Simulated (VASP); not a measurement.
# SnSe2 (P6/mmm) in VASP: a series of runs, part 2 of 2

VASP 6.6.1.

## 4. Single point, PBEsol

This run uses another cell than the first one, of 20.17 Å³/atom, 1.162 times its volume.

File INCAR:

```
PREC     = Accurate       # precision mode
ENCUT    = 520            # plane-wave cutoff, eV
EDIFF    = 1E-7           # SCF threshold, eV
ISMEAR   = 0              # smearing method
SIGMA    = 0.01           # smearing width, eV
LREAL    = False          # projectors in reciprocal space
LASPH    = True           # aspherical terms in the spheres
NELM     = 80             # most SCF steps
ALGO     = Normal         # electronic algorithm
ISIF     = 2              # what is computed and relaxed
LWAVE    = False          # write WAVECAR
LCHARG   = True           # write CHGCAR
GGA      = PS             # functional
LELF     = True           # ELF
LVHAR    = True         
NBANDS   = 20             # bands
```

File KPOINTS:

```
Automatic mesh
0
Gamma
  6 6 5
```

File POSCAR:

```
SnSe2
1.0
    4.6894152171      0.0000000000      0.0000000000
   -2.3447076085      4.0611527069      0.0000000000
    0.0000000000      0.0000000000      3.1771690136
Sn Se
1 2
Direct
    0.0000000000      0.0000000000      0.0000000000
    0.3333333333      0.6666666667      0.5000000000
    0.6666666667      0.3333333333      0.5000000000
```

Potentials or basis: VASP PAW PBE potentials, release 64 (Sn_d, Se).

Launch:

```console
$ cat potpaw_PBE.64/Sn_d/POTCAR potpaw_PBE.64/Se/POTCAR > POTCAR
$ mpirun -np 1 vasp_std > vasp.out
```

OUTCAR:

```text
PREC = Accurate
   ENCUT = 520
   EDIFF = 1E-7
   ISMEAR = 0
   LREAL = False
   LASPH = True
   NELM = 80
   ISIF = 2
   GGA = PS

 ion  position               nearest neighbor table
   1  0.000  0.000  0.000-   2 3.14   3 3.14   2 3.14   3 3.14   2 3.14   2 3.14   3 3.14   3 3.14
                             3 3.14   3 3.14   2 3.14   2 3.14
   2  0.333  0.667  0.500-   3 2.71   3 2.71   3 2.71   1 3.14   1 3.14   1 3.14   1 3.14   1 3.14
                             1 3.14
   3  0.667  0.333  0.500-   2 2.71   2 2.71   2 2.71   1 3.14   1 3.14   1 3.14   1 3.14   1 3.14
                             1 3.14

  LATTYP: Found a hexagonal cell.
 ALAT       =     4.6894152171
 C/A-ratio  =     0.6775192357

  Lattice vectors:

 A1 = (   4.6894152171,   0.0000000000,   0.0000000000)
 A2 = (  -2.3447076085,   4.0611527069,   0.0000000000)
 A3 = (   0.0000000000,   0.0000000000,   3.1771690136)

Analysis of symmetry for initial positions (statically):
=====================================================================
 Subroutine PRICEL returns:
 Original cell was already a primitive cell.

 Routine SETGRP: Setting up the symmetry group for a
 hexagonal supercell.

[... 164 lines left out ...]

 E-fermi :   7.9964     XC(G=0): -11.1262

 val. band max:        7.9964462928   @ k =   0.0000   0.0000   0.2000
 cond. band min:       8.0769885675   @ k =   0.3333  -0.0000   0.4000
 fundamental gap:      0.0805422747
 Fermi energy:         7.9964462929

 k-point     1 :       0.0000    0.0000    0.0000
  band No.  band energies     occupation
      1     -13.8299      2.00000
      2     -13.7228      2.00000
      3     -13.7228      2.00000
      4     -13.6518      2.00000
      5     -13.6518      2.00000
      6      -8.3400      2.00000
[... 472 lines left out ...]
     19      17.8524      0.00000
     20      17.8524      0.00000

------------------------ aborting loop because EDIFF is reached ----------------------------------------

  FORCE on cell =-STRESS in cart. coord.  units (eV):
  Direction    XX          YY          ZZ          XY          YZ          ZX
  --------------------------------------------------------------------------------------
  -------------------------------------------------------------------------------------
  Total        3.8411594      3.8411594      3.8118945      0.0000000     -0.0000000      0.0000000
  in kB      101.7102173    101.7102173    100.9353128      0.0000000     -0.0000000      0.0000000
  external PRESSURE =     101.4519158 kB  Pullay stress =       0.0000000 kB

 VOLUME and BASIS-vectors are now :
 -----------------------------------------------------------------------------
  energy-cutoff  :      520.00
  volume of cell :       60.51
      direct lattice vectors                 reciprocal lattice vectors
     4.689415217  0.000000000  0.000000000     0.213246205  0.123117754  0.000000000
    -2.344707608  4.061152707  0.000000000     0.000000000  0.246235508  0.000000000
     0.000000000  0.000000000  3.177169014     0.000000000  0.000000000  0.314745610

 POSITION                                       TOTAL-FORCE (eV/Angst)
 -----------------------------------------------------------------------------------
      0.00000      0.00000      0.00000         0.000000      0.000000      0.000000
     -0.00000      2.70744      1.58858         0.000000     -0.000000     -0.000000
      2.34471      1.35372      1.58858        -0.000000      0.000000      0.000000
 -----------------------------------------------------------------------------------
    total drift:                                0.000000      0.000000     -0.000000

  FREE ENERGIE OF THE ION-ELECTRON SYSTEM (eV)
  ---------------------------------------------------
  free  energy   TOTEN  =       -11.4578363704 eV

  energy  without entropy=      -11.4577736826  energy(sigma->0) =      -11.45780503
```

It took 12 s on 1 thread of Intel Xeon 6975P-C (Granite Rapids), shared host; peak memory 0.18 GiB.

What came out:

```yaml
Free_energy: -11.4578 eV
Pressure: 10.1 GPa
Band_gap_on_the_k_mesh: zero (band 13 reaches 8.61 eV, above the bottom of band 14 at 6.40 eV)
```

Levels at points of the mesh, in eV from the Fermi level:
| k point | band 11 | band 12 | band 13 | band 14 | band 15 | band 16 |
| --- | --- | --- | --- | --- | --- | --- |
| (0.00, 0.00, 0.00) | -3.82 | -3.82 | -1.55 | 1.96 | 4.45 | 6.24 |
| (0.50, 0.00, 0.00) | -1.02 | -0.32 | 0.51 | 0.72 | 2.50 | 2.64 |

Caveat: the k points lie up to 0.40 Å⁻¹ apart; the PAW data sets were made with another functional, which shifts forces and pressure a little; spin-orbit coupling is left out, which moves the levels of the heavy elements.

## 5. Single point, PBEsol

This run uses another cell than the first one, of 22.80 Å³/atom, 1.313 times its volume.

File INCAR:

```
SYSTEM = SnSe2
PREC     = Accurate       ! precision mode
ENCUT    = 520            ! plane-wave cutoff, eV
EDIFF    = 1E-7           ! SCF threshold, eV
ISMEAR   = 0              ! smearing method
SIGMA    = 0.01           ! smearing width, eV
LREAL    = .FALSE.        ! projectors in reciprocal space
LASPH    = .TRUE.         ! aspherical terms in the spheres
NELM     = 60             ! most SCF steps
ALGO     = Normal         ! electronic algorithm
ISIF     = 2              ! what is computed and relaxed
LWAVE    = .FALSE.        ! write WAVECAR
LCHARG   = .TRUE.         ! write CHGCAR
GGA      = PS             ! functional
LELF     = .TRUE.         ! ELF
LVHAR    = .TRUE.       
NBANDS   = 20             ! bands
```

File KPOINTS:

```
Automatic mesh
0
G
  6 6 5
  0 0 0
```

File POSCAR:

```
SnSe2
1.0
    4.8318195588      0.0000000000      0.0000000000
   -2.4159097794      4.1844784844      0.0000000000
    0.0000000000      0.0000000000      3.3829703200
Sn Se
1 2
Direct
    0.0000000000      0.0000000000      0.0000000000
    0.3333333333      0.6666666667      0.5000000000
    0.6666666667      0.3333333333      0.5000000000
```

Launch:

```console
$ cat potpaw_PBE.64/Sn_d/POTCAR potpaw_PBE.64/Se/POTCAR > POTCAR
$ mpirun -np 1 vasp_std > vasp.out
```

Run time: 15 s. Hardware: 1 thread of Intel Xeon 6975P-C (Granite Rapids), shared host; peak memory 0.19 GiB.

The run converged. Its results:

```yaml
Free_energy: -11.6833 eV
Pressure: 0.1 GPa
Band_gap_on_the_k_mesh: zero (band 13 reaches 6.82 eV, above the bottom of band 14 at 5.17 eV)
```

Levels at points of the mesh, in eV from the Fermi level:
```tsv
k point	band 11	band 12	band 13	band 14	band 15	band 16
(0.00, 0.00, 0.00)	-3.01	-3.01	-1.64	1.49	4.41	5.51
(0.50, 0.00, 0.00)	-0.82	-0.52	0.23	0.95	2.36	2.62
```

Caveat: the k points lie up to 0.37 Å⁻¹ apart; the PAW data sets were made with another functional, which shifts forces and pressure a little; spin-orbit coupling is left out, which moves the levels of the heavy elements.

## 6. Relaxation of cell and atoms, PBEsol

This run uses another cell than the first one, of 21.25 Å³/atom, 1.224 times its volume.

File INCAR:

```
PREC = Accurate ; ENCUT = 600
EDIFF = 1E-6 ; ISMEAR = 0
SIGMA = 0.01 ; LREAL = F
LASPH = T ; NELM = 60
ALGO = Normal ; ISIF = 3
LWAVE = F ; LCHARG = F
GGA = PS ; IBRION = 2
NSW = 80 ; EDIFFG = -0.01
```

File KPOINTS:

```
Automatic mesh
0
Gamma
  6 6 5
```

File POSCAR:

```
SnSe2
1.0
    4.0600000000      0.0000000000      0.0000000000
   -2.0300000000      3.5160631394      0.0000000000
    0.0000000000      0.0000000000      4.4660000000
Sn Se
1 2
Direct
    0.0000000000      0.0000000000      0.0000000000
    0.3333333333      0.6666666667      0.5000000000
    0.6666666667      0.3333333333      0.5000000000
```

Potentials or basis: VASP PAW PBE potentials, release 64 (Sn_d, Se).

Launch:

```console
$ cat potpaw_PBE.64/Sn_d/POTCAR potpaw_PBE.64/Se/POTCAR > POTCAR
$ mpirun -np 1 vasp_std > vasp.out
```

Run time: 2 min. Hardware: 1 thread of Intel Xeon 6975P-C (Granite Rapids), shared host; peak memory 0.2 GiB.

It converged, with:

```
Free energy                            : -11.6811 eV
Relaxed volume                         : 22.81 Å³/atom
Relaxed cell                           : a = 4.832 Å, b = 4.832 Å, c = 3.384 Å, α = 90.00°, β = 90.00°, γ = 120.00°
Space group after relaxing (to 0.05 Å) : P6/mmm (No. 191)
Energy gained by relaxing              : 678.6 meV/atom
Ionic steps                            : 13
Pressure after relaxing                : 0.0 GPa
Band gap on the k mesh                 : zero (band 13 reaches 6.82 eV, above the bottom of band 14 at 5.17 eV)
```

The path:
| step | energy change (eV) | largest force (eV/Å) | pressure (GPa) | volume (Å³) |
| --- | --- | --- | --- | --- |
| 1 | 0.0000 | 0.0000 | 20.00 | 63.75 |
| 2 | -1.3534 | 0.0000 | -6.42 | 90.71 |
| 3 | -1.4770 | 0.0000 | -3.02 | 83.28 |
| 4 | -1.8035 | 0.0000 | -3.21 | 79.86 |
| 5 | -1.9257 | 0.0000 | -3.11 | 77.28 |
| 6 | -2.0110 | 0.0000 | -2.50 | 71.49 |
| 7 | -0.2952 | 0.0000 | 22.49 | 57.31 |
| 8 | -2.0156 | 0.0000 | -2.34 | 71.10 |
| 9 | -2.0173 | 0.0000 | -2.20 | 70.81 |
| 10 | -2.0196 | 0.0000 | 2.37 | 66.30 |
| 11 | -2.0356 | 0.0000 | 0.01 | 68.42 |
| 12 | -2.0356 | 0.0000 | 0.07 | 68.37 |
| 13 | -2.0357 | 0.0000 | 0.04 | 68.42 |

Final structure:
```cif
data_structure
_symmetry_space_group_name_H-M 'P 1'
_symmetry_Int_Tables_number 1
_cell_length_a 4.8321
_cell_length_b 4.8321
_cell_length_c 3.3836
_cell_angle_alpha 90.000
_cell_angle_beta 90.000
_cell_angle_gamma 120.000
_cell_volume 68.42
loop_
_atom_site_label
_atom_site_type_symbol
_atom_site_fract_x
_atom_site_fract_y
_atom_site_fract_z
_atom_site_occupancy
Sn1 Sn 0.00000 0.00000 0.00000 1
Se1 Se 0.33333 0.66667 0.50000 1
Se2 Se 0.66667 0.33333 0.50000 1
```

Levels at points of the mesh, in eV from the Fermi level:
| k point | band 10 | band 11 | band 12 | band 13 | band 14 | band 15 | band 16 | band 17 |
| --- | --- | --- | --- | --- | --- | --- | --- | --- |
| (0.00, 0.00, 0.00) | -4.77 | -3.01 | -3.01 | -1.64 | 1.49 | 5.51 | 5.51 | 6.49 |
| (0.50, 0.00, 0.00) | -1.11 | -0.82 | -0.52 | 0.22 | 0.95 | 2.36 | 2.62 | 4.81 |

Caveat: the PAW data sets were made with another functional, which shifts forces and pressure a little; spin-orbit coupling is left out, which moves the levels of the heavy elements.

## 7. Summary

| task | cell | cutoff (eV) | gap on the mesh (eV) | pressure (GPa) |
| --- | --- | --- | --- | --- |
| single point | a = 4.533, b = 4.533, c = 2.928 Å, angles 90.0, 90.0, 120.0°, 3 atoms | 520 | none | 30.3 |
| single point | a = 4.618, b = 4.618, c = 3.004 Å, angles 90.0, 90.0, 120.0°, 3 atoms | 520 | none | 20.2 |
| single point | a = 4.689, b = 4.689, c = 3.177 Å, angles 90.0, 90.0, 120.0°, 3 atoms | 520 | none | 10.1 |
| single point | a = 4.832, b = 4.832, c = 3.383 Å, angles 90.0, 90.0, 120.0°, 3 atoms | 520 | none | 0.1 |
| relaxation of cell and atoms | relaxed from a = 4.060, b = 4.060, c = 4.466 Å, angles 90.0, 90.0, 120.0°, 3 atoms | 600 | none | 0.0 |

Alike in all rows: level PBEsol; potentials or basis VASP PAW PBE potentials, release 64 (Sn_d, Se); no spin polarisation; k mesh 6 × 6 × 5; smearing gaussian 0.01 eV.

Caveats: some runs use coarse meshes; the PAW data sets were made with another functional, which shifts forces and pressure a little; spin-orbit coupling is left out, which moves the levels of the heavy elements.

Total energies depend on the potentials used, so only differences within one code and one set of settings carry meaning.
